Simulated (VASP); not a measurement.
A run of VASP 6.6.1:

Contents of INCAR:

```
SYSTEM = Hf2N
PREC     = Accurate       ! precision mode
ENCUT    = 520            ! plane-wave cutoff, eV
EDIFF    = 1E-6           ! SCF threshold, eV
ISMEAR   = 0              ! smearing method
SIGMA    = 0.1            ! smearing width, eV
LREAL    = .FALSE.        ! projectors in reciprocal space
LASPH    = .TRUE.         ! aspherical terms in the spheres
NELM     = 80             ! most SCF steps
ALGO     = Normal         ! electronic algorithm
ISIF     = 2              ! what is computed and relaxed
LWAVE    = .FALSE.        ! write WAVECAR
LCHARG   = .FALSE.        ! write CHGCAR
GGA      = PS             ! functional
NBANDS   = 34             ! bands
```

Contents of KPOINTS:

```
regular mesh
0
G
  8 8 12
  0 0 0
```

File POSCAR:

```
Hf2N
1.0
    5.2954368000      0.0000000000      0.0000000000
    0.0000000000      5.2954368000      0.0000000000
    0.0000000000      0.0000000000      3.2275578676
Hf N
4 2
Direct
    0.2954481245      0.2954481245      0.0000000000
    0.7045518755      0.7045518755      0.0000000000
    0.7954481245      0.2045518755      0.5000000000
    0.2045518755      0.7954481245      0.5000000000
    0.0000000000      0.0000000000      0.0000000000
    0.5000000000      0.5000000000      0.5000000000
```

Potentials or basis: VASP PAW PBE potentials, release 64 (Hf_pv, N).

Run with:

```sh
$ cat potpaw_PBE.64/Hf_pv/POTCAR potpaw_PBE.64/N/POTCAR > POTCAR
$ mpirun -np 1 vasp_std > vasp.out
```

Hardware: 1 thread of Intel(R) Xeon(R) 6975P-C (Granite Rapids), on a shared host.

Q: Estimate the wall time of this run.

A: It took 2 min on 1 thread of Intel(R) Xeon(R) 6975P-C (Granite Rapids) (shared host), peak memory 0.36 GiB. Counts: scf iterations 14, k points 105.
